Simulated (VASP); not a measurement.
## Mg: single point with PBEsol

Crystal: Mg.

```
CELL_PARAMETERS angstrom
3.20927 0.03209 0.03209
-1.57684 2.76326 0.01175
0.05210 0.05210 5.21033
ATOMIC_POSITIONS crystal
Mg 0.33333 0.66667 0.25000
Mg 0.66667 0.33333 0.75000
```

This cell differs from its parent crystal: equal xy, yz and zx shear strains of +2 %.

```yaml
Program: VASP 6.6.1
Task: single point
Functional: PBEsol
Potentials_or_basis: VASP PAW PBE potentials, release 64 (Mg)
Cutoff: 520 eV
k_mesh: 12 × 12 × 7
Occupations: fermi-dirac, width 0.08 eV
Spin: no spin polarisation
```

```json
{
 "Pressure": "-1.1 GPa",
 "Largest force": "0.011 eV/Å",
 "Band gap on the k mesh": "zero (bands 2 and 3 overlap by 2.23 eV)"
}
```

Forces on the atoms (eV/Å):
```
Mg  -0.011  0.000  0.002
Mg   0.011  0.000 -0.002
```

Stress tensor (GPa, compression positive):
```
-0.93 -0.32 -0.37
-0.32 -0.90 -0.35
-0.37 -0.35 -1.57
```

Levels at points of the mesh, in eV from the Fermi level:
| k point | band 1 | band 2 | band 3 | band 4 | band 5 |
| --- | --- | --- | --- | --- | --- |
| (0.00, 0.00, 0.00) | -6.84 | -1.63 | -1.20 | 10.68 | 10.79 |
| (0.50, 0.00, 0.00) | -2.17 | -2.15 | 2.49 | 2.92 | 3.32 |
| (0.00, 0.50, 0.00) | -2.08 | -2.08 | 2.62 | 3.01 | 3.34 |
| (0.50, 0.50, 0.00) | -2.02 | -1.98 | 2.77 | 3.10 | 3.36 |

Wall time 40 s on 1 thread of Intel(R) Xeon(R) 6975P-C (Granite Rapids) (shared host), peak memory 0.32 GiB.

Caveat: the cell differs from its parent crystal (equal xy, yz and zx shear strains of +2 %); the PAW data sets were made with another functional, which shifts forces and pressure a little.
